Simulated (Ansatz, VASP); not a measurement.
# K3Pd in VASP and in Ansatz

Contents of INCAR:

```
SYSTEM = K3Pd
PREC = Accurate ; ENCUT = 520
EDIFF = 1E-7 ; ISMEAR = 1
SIGMA = 0.1 ; LREAL = .FALSE.
LASPH = .TRUE. ; NELM = 80
ALGO = Normal ; ISIF = 2
LWAVE = .FALSE. ; LCHARG = .TRUE.
GGA = CA ; LELF = .TRUE.
LVHAR = .TRUE. ; NBANDS = 26
```

KPOINTS

```
regular mesh
0
G
  5 5 5
  0 0 0
```

File POSCAR:

```
K3Pd
1.0
    5.4450130000      0.0000000000      0.0000000000
    0.0000000000      5.4450130000      0.0000000000
    0.0000000000      0.0000000000      5.4450130000
K Pd
3 1
Direct
    0.5000000000      0.5000000000      0.0000000000
    0.0000000000      0.5000000000      0.5000000000
    0.5000000000      0.0000000000      0.5000000000
    0.0000000000      0.0000000000      0.0000000000
```

Input for Ansatz:

```yaml
crystal:
  lattice:
    bravais: cubic
    a: 5.445013
  space_group: 221
  atoms:
    - { symbol: K, position: [0.5, 0.5, 0.0] }
    - { symbol: Pd, position: [0.0, 0.0, 0.0] }
kpoints:
  mp_grid:
    grid: [5, 5, 5]
hamiltonian:
  xc: lda
  pseudopotentials:
    kind: all_electron
    lapw: {}
scf:
  occupations:
    method: methfessel_paxton
    width: 0.1
output:
  forces: true
  stress: true
  eigenvalues: true
```

Alike in both runs: task single point; functional LDA; k mesh 5 × 5 × 5; occupations methfessel-paxton of order 1, width 0.1 eV; no spin polarisation.

|  | VASP | Ansatz |
| --- | --- | --- |
| version | VASP 6.6.1 | Ansatz 0.2.0 |
| potentials or method | VASP PAW LDA potentials, release 64 (K_sv, Pd), cutoff 520 eV | all-electron (LAPW or listed datasets) |

|  | VASP | Ansatz | Ansatz less VASP |
| --- | --- | --- | --- |
| gap on the k mesh at the Fermi level (eV) | none | none | - |
| pressure (GPa) | -1.6 | -1.7 | 0.00 |

LDA's correlation is that of Perdew and Zunger in VASP and of Perdew and Wang (1992) in Ansatz. A gap of «none» marks a metal or a gap that the smearing closes. Ansatz ran all-electron here, and VASP with PAW potentials.
